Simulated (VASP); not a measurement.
# PPb2 (Fm-3m) in VASP: notebook, part 2 of 3

VASP 6.6.1. Earlier steps stand in the parts before.

## 4. Relaxation of cell and atoms, PBE

This run uses another cell than the first one, of 25.76 Å³/atom.

The input, INCAR:

```
SYSTEM = PPb2
PREC = Accurate
ENCUT = 600
EDIFF = 1E-6
ISMEAR = 0
SIGMA = 0.1
LREAL = .False.
LASPH = .True.
NELM = 80
ALGO = Normal
ISIF = 3
LWAVE = .False.
LCHARG = .False.
GGA = PE
IBRION = 2
NSW = 90
EDIFFG = -0.04
```

The input, KPOINTS:

```
regular mesh
0
Gamma
  4 4 4
  0 0 0
```

The input, POSCAR:

```
PPb2
1.0
    0.0000000000      3.3805275785      3.3805275785
    3.3805275785      0.0000000000      3.3805275785
    3.3805275785      3.3805275785      0.0000000000
P Pb
1 2
Direct
    0.0000000000      0.0000000000      0.0000000000
    0.2500000000      0.2500000000      0.2500000000
    0.7500000000      0.7500000000      0.7500000000
```

Potentials or basis: VASP PAW PBE potentials, release 64 (P, Pb_d).

On the command line:

```console
cat potpaw_PBE.64/P/POTCAR potpaw_PBE.64/Pb_d/POTCAR > POTCAR
mpirun -np 1 vasp_std > vasp.out
```

OUTCAR:

```text
SYSTEM = PPb2
   PREC = Accurate
   ENCUT = 600
   EDIFF = 1E-6
   ISMEAR = 0
   LREAL = .False.
   LASPH = .True.
   NELM = 80
   ISIF = 3
   GGA = PE
   IBRION = 2
   NSW = 90
   EDIFFG = -0.04

 ion  position               nearest neighbor table
   1  0.000  0.000  0.000-   3 2.93   3 2.93   3 2.93   2 2.93   2 2.93   2 2.93   3 2.93   2 2.93

   2  0.250  0.250  0.250-   1 2.93   1 2.93   1 2.93   1 2.93   3 3.38   3 3.38   3 3.38   3 3.38
                             3 3.38   3 3.38
   3  0.750  0.750  0.750-   1 2.93   1 2.93   1 2.93   1 2.93   2 3.38   2 3.38   2 3.38   2 3.38
                             2 3.38   2 3.38

  LATTYP: Found a face centered cubic cell.
 ALAT       =     6.7610551570

  Lattice vectors:

 A1 = (   0.0000000000,   3.3805275785,   3.3805275785)
 A2 = (   3.3805275785,   0.0000000000,   3.3805275785)
 A3 = (   3.3805275785,   3.3805275785,   0.0000000000)

Analysis of symmetry for initial positions (statically):
=====================================================================
 Subroutine PRICEL returns:
 Original cell was already a primitive cell.

 Routine SETGRP: Setting up the symmetry group for a
 face centered cubic supercell.

 Subroutine GETGRP returns: Found 48 space group operations
 (whereof 48 operations were pure point group operations)
 out of a pool of 48 trial point group operations.

The static configuration has the point symmetry O_h .

Analysis of symmetry for dynamics (positions and initial velocities):
=====================================================================
 Subroutine PRICEL returns:
 Original cell was already a primitive cell.

 Routine SETGRP: Setting up the symmetry group for a
 face centered cubic supercell.

 Subroutine GETGRP returns: Found 48 space group operations
 (whereof 48 operations were pure point group operations)
 out of a pool of 48 trial point group operations.

The dynamic configuration has the point symmetry O_h .

 Subroutine INISYM returns: Found 48 space group operations
 (whereof 48 operations are pure point group operations),
 and found     1 'primitive' translations

----------------------------------------------------------------------------------------

                                     Primitive cell

  volume of cell :      77.2651

  direct lattice vectors                    reciprocal lattice vectors
     0.000000000  3.380527579  3.380527579    -0.147905908  0.147905908  0.147905908
     3.380527579  0.000000000  3.380527579     0.147905908 -0.147905908  0.147905908
     3.380527579  3.380527579  0.000000000     0.147905908  0.147905908 -0.147905908

  length of vectors
     4.780787949  4.780787949  4.780787949     0.256180547  0.256180547  0.256180547

  position of ions in fractional coordinates (direct lattice)
     0.000000000  0.000000000  0.000000000
     0.250000000  0.250000000  0.250000000
     0.750000000  0.750000000  0.750000000

  ion indices of the primitive-cell ions
   primitive index   ion index
                 1           1
                 2           2
                 3           3

----------------------------------------------------------------------------------------

 KPOINTS: regular mesh

Automatic generation of k-mesh.
 Grid dimensions read from file:
 generate k-points for:    4    4    4

 Generating k-lattice:

  Cartesian coordinates                     Fractional coordinates (reciprocal lattice)
    -0.036976477  0.036976477  0.036976477     0.250000000  0.000000000  0.000000000
     0.036976477 -0.036976477  0.036976477     0.000000000  0.250000000  0.000000000
     0.036976477  0.036976477 -0.036976477     0.000000000  0.000000000  0.250000000

  Length of vectors
     0.064045137  0.064045137  0.064045137

  Shift w.r.t. Gamma in fractional coordinates (k-lattice)
     0.000000000  0.000000000  0.000000000

 Subroutine IBZKPT returns following result:
 ===========================================

 Found      8 irreducible k-points:

 Following reciprocal coordinates:
            Coordinates               Weight
  0.000000  0.000000  0.000000      1.000000
  0.250000  0.000000  0.000000      8.000000
  0.500000  0.000000  0.000000      4.000000
  0.250000  0.250000  0.000000      6.000000
  0.500000  0.250000  0.000000     24.000000
 -0.250000  0.250000  0.000000     12.000000
  0.500000  0.500000  0.000000      3.000000
 -0.250000  0.500000  0.250000      6.000000
   k-points           NKPTS =      8   k-points in BZ     NKDIM =      8   number of bands    NBANDS=     20
   number of dos      NEDOS =    301   number of ions     NIONS =      3
   total plane-waves  NPLWV =  64000
   dimension x,y,z NGX =    40 NGY =   40 NGZ =   40
   dimension x,y,z NGXF=    80 NGYF=   80 NGZF=   80
   ions per type =               1   2
   NGX,Y,Z   is equivalent  to a cutoff of  13.91, 13.91, 13.91 a.u.
   NGXF,Y,Z  is equivalent  to a cutoff of  27.82, 27.82, 27.82 a.u.
 SYSTEM =  PPb2
   PREC   = accura    normal or accurate (medium, high low for compatibility)
   ISTART =      0    job   : 0-new  1-cont  2-samecut
   ICHARG =      2    charge: 1-file 2-atom 10-const
   ISPIN  =      1    spin polarized calculation?
   LNONCOLLINEAR =      F non collinear calculations
   LSORBIT =      F    spin-orbit coupling
   LASPH  =      T    aspherical Exc in radial PAW
   ENCUT  =  600.0 eV  44.10 Ry    6.64 a.u.   9.55  9.55  9.55*2*pi/ulx,y,z
   NELM   =     80;   NELMIN=  2; NELMDL= -5     # of ELM steps
   EDIFF  = 0.1E-05   stopping-criterion for ELM
   LREAL  =      F    real-space projection
   EDIFFG = -.4E-01   stopping-criterion for IOM
   NSW    =     90    number of steps for IOM
   IBRION =      2    ionic relax: 0-MD 1-quasi-New 2-CG
   NFREE  =      1    steps in history (QN), initial steepest desc. (CG)
   ISIF   =      3    stress and relaxation
   ISYM   =      2    0-nonsym 1-usesym 2-fastsym
   POTIM  = 0.5000    time-step for ionic-motion
   TEBEG  =    0.0;   TEEND  =   0.0 temperature during run
   PSTRESS=    0.0 pullay stress
   NELECT =      33.0000    total number of electrons
   NUPDOWN=      -1.0000    fix difference up-down
   EMIN   =  10.00;   EMAX   =-10.00  energy-range for DOS
   EFERMI =   0.00;   METHOD = LEGACY
   ISMEAR =     0;   SIGMA  =   0.10  broadening in eV -4-tet -1-fermi 0-gaus
   EFERMI_NEDOS =   21; number of points for ismear=-14 and -15
   IALGO  =     38    algorithm
   IMIX   =      4    mixing-type and parameters
     AMIX     =   0.40;   BMIX     =  1.00
     AMIX_MAG =   1.60;   BMIX_MAG =  1.00
  volume/ion in A,a.u.               =      25.76       173.80
  Fermi-wavevector in a.u.,A,eV,Ry     =   1.232873  2.329792 20.680526  1.519976
  Thomas-Fermi vector in A             =   2.367626
   LORBIT       =      0    0 simple, 1 ext, 2 COOP (PROOUT), +10 PAW based schemes
   GGA     = PE    functional components
   LHFCALC =     F    Hartree Fock is set to
   AEXX    =    0.0000 exact exchange contribution
   IVDW    =     0    specifies the selected vdW correction
   LEPSILON=     F    determine dielectric tensor
   LRPA    =     F    only Hartree local field effects (RPA)
 conjugate gradient relaxation of ions
 non-spin polarized calculation
 Gauss-broadening in eV      SIGMA  =   0.10
  energy-cutoff  :      600.00
  volume of cell :       77.27
 maximum number of plane-waves:      2637
 NGX is ok and might be reduce to    40
   NGX = 19   NGY = 19   NGZ = 19

--------------------------------------- Ionic step        1  -------------------------------------------

 number of electron      32.9999999 magnetization

 Free energy of the ion-electron system (eV)
  ---------------------------------------------------
  ext. energy  EPLUGINS =         0.00000000
  ---------------------------------------------------
  free energy    TOTEN  =       -11.45237416 eV

  energy without entropy =      -11.44792672  energy(sigma->0) =      -11.45015044

 E-fermi :   7.5416     XC(G=0): -10.1168

 val. band max:        7.4606994621   @ k =   0.5000   0.0000   0.0000
 cond. band min:       7.7380534756   @ k =   0.5000   0.2500   0.0000
 fundamental gap:      0.2773540135
 Fermi energy:         7.5415836314

 k-point     1 :       0.0000    0.0000    0.0000
  band No.  band energies     occupation
      1      -9.7560      2.00000
      2      -9.7560      2.00000
      3      -9.6351      2.00000
      4      -9.6351      2.00000
      5      -9.6351      2.00000
      6      -9.3611      2.00000
[... 12 lines left out ...]
     19       6.4132      2.00000
[... 231 lines left out ...]
  energy  without entropy=      -11.7201360323  energy(sigma->0) =      -11.73166842

--------------------------------------- Ionic step        3  -------------------------------------------

 number of electron      33.0000001 magnetization

 Free energy of the ion-electron system (eV)
  ---------------------------------------------------
  ext. energy  EPLUGINS =         0.00000000
  ---------------------------------------------------
  free energy    TOTEN  =       -11.78433340 eV

  energy without entropy =      -11.76622431  energy(sigma->0) =      -11.77527886

 E-fermi :   5.9911     XC(G=0):  -9.4134

 val. band max:        5.9869652430   @ k =   0.5000   0.0000   0.0000
 cond. band min:       6.0741544709   @ k =   0.5000   0.2500   0.0000
 fundamental gap:      0.0871892279
 Fermi energy:         5.9911114387

 k-point     1 :       0.0000    0.0000    0.0000
  band No.  band energies     occupation
      1     -11.2855      2.00000
      2     -11.2855      2.00000
      3     -11.1971      2.00000
      4     -11.1971      2.00000
      5     -11.1971      2.00000
      6     -11.0375      2.00000
[... 12 lines left out ...]
     19       5.0603      2.00000
[... 190 lines left out ...]
  FREE ENERGIE OF THE ION-ELECTRON SYSTEM (eV)
  ---------------------------------------------------
  free  energy   TOTEN  =       -11.7843333985 eV

  energy  without entropy=      -11.7662243140  energy(sigma->0) =      -11.77527886

 reached required accuracy - stopping structural energy minimisation
```

Run time: 2 min. Hardware: 1 thread of Intel Xeon 8259CL, shared host; peak memory 0.24 GiB.

Results:

```yaml
Free_energy: -11.7843 eV
Relaxed_volume: 30.02 Å³/atom
Relaxed_cell: a = 5.031 Å, b = 5.031 Å, c = 5.031 Å, α = 60.00°, β = 60.00°, γ = 60.00°
Space_group_after_relaxing_to_0.1_Å: Fm-3m (No. 225)
Energy_gained_by_relaxing: 110.7 meV/atom
Ionic_steps: 3
Pressure_after_relaxing: 0.0 GPa
Band_gap_on_the_k_mesh: zero (an odd number of electrons rules out a gap without spin polarisation)
```

Step by step:
| step | energy change (eV) | largest force (eV/Å) | pressure (GPa) | volume (Å³) |
| --- | --- | --- | --- | --- |
| 1 | 0.0000 | 0.0000 | 9.55 | 77.27 |
| 2 | -0.2908 | 0.0000 | -2.22 | 95.73 |
| 3 | -0.3320 | 0.0000 | 0.05 | 90.05 |

Final structure:
```yaml
crystal:
  lattice:
    - [0.00000, 3.55757, 3.55757]
    - [3.55757, 0.00000, 3.55757]
    - [3.55757, 3.55757, 0.00000]
  atoms:
    - { symbol: P, position: [0.00000, 0.00000, 0.00000] }
    - { symbol: Pb, position: [0.25000, 0.25000, 0.25000] }
    - { symbol: Pb, position: [0.75000, 0.75000, 0.75000] }
```

Levels at points of the mesh, in eV from the Fermi level:
| k point | band 12 | band 13 | band 14 | band 15 | band 16 | band 17 | band 18 | band 19 | band 20 |
| --- | --- | --- | --- | --- | --- | --- | --- | --- | --- |
| (0.00, 0.00, 0.00) | -6.54 | -6.12 | -2.04 | -2.04 | -2.04 | -0.93 | -0.93 | -0.93 | 3.71 |
| (0.50, 0.00, 0.00) | -9.15 | -7.15 | -2.88 | -2.88 | -1.09 | 0.00 | 0.00 | 2.48 | 2.72 |
| (0.50, 0.50, 0.00) | -9.40 | -7.63 | -4.11 | -4.11 | -1.75 | 0.58 | 3.12 | 3.12 | 3.90 |

Caveat: the k points lie up to 0.38 Å⁻¹ apart in the final cell, too coarse for converged energies and pressures of a metal; the volume moved by over 15 % at a fixed basis, so the end points are rough; spin-orbit coupling is left out, which moves the levels of the heavy elements.

## 5. Single point, PBE

This run uses another cell than the first one, of 30.14 Å³/atom.

The input, INCAR:

```
SYSTEM = PPb2
PREC = Accurate ; ENCUT = 520
EDIFF = 1E-6 ; ISMEAR = 0
SIGMA = 0.1 ; LREAL = .False.
LASPH = .True. ; NELM = 100
ALGO = Normal ; ISIF = 2
LWAVE = .False. ; LCHARG = .False.
GGA = PE ; NBANDS = 24
```

The input, KPOINTS:

```
Automatic mesh
0
Gamma
  12 12 12
  0 0 0
```

The input, POSCAR:

```
PPb2
1.0
    0.0000000000      3.5624682951      3.5624682951
    3.5624682951      0.0000000000      3.5624682951
    3.5624682951      3.5624682951      0.0000000000
P Pb
1 2
Direct
    0.0000000000      0.0000000000      0.0000000000
    0.2500000000      0.2500000000      0.2500000000
    0.7500000000      0.7500000000      0.7500000000
```

On the command line:

```console
cat potpaw_PBE.64/P/POTCAR potpaw_PBE.64/Pb_d/POTCAR > POTCAR
mpirun -np 1 vasp_std > vasp.out
```

Run time: 4.9 min. Hardware: 1 thread of Intel Xeon 8259CL, shared host; peak memory 0.32 GiB.

The run converged. Its results:

| Property | Result |
| --- | --- |
| Free energy | -11.8024 eV |
| Pressure | -0.1 GPa |
| Band gap on the k mesh | zero (an odd number of electrons rules out a gap without spin polarisation) |

Levels at points of the mesh, in eV from the Fermi level:
```tsv
k point	band 12	band 13	band 14	band 15	band 16	band 17	band 18	band 19	band 20	band 21
(0.00, 0.00, 0.00)	-6.67	-6.31	-2.14	-2.14	-2.14	-1.07	-1.07	-1.07	3.55	3.55
(0.50, 0.00, 0.00)	-9.29	-7.29	-2.98	-2.98	-1.24	-0.15	-0.15	2.33	2.56	3.61
(0.50, 0.50, 0.00)	-9.54	-7.80	-4.22	-4.22	-1.90	0.47	2.99	2.99	3.75	3.75
```

Caveat: spin-orbit coupling is left out, which moves the levels of the heavy elements.

(Continued in part 3 of 3.)
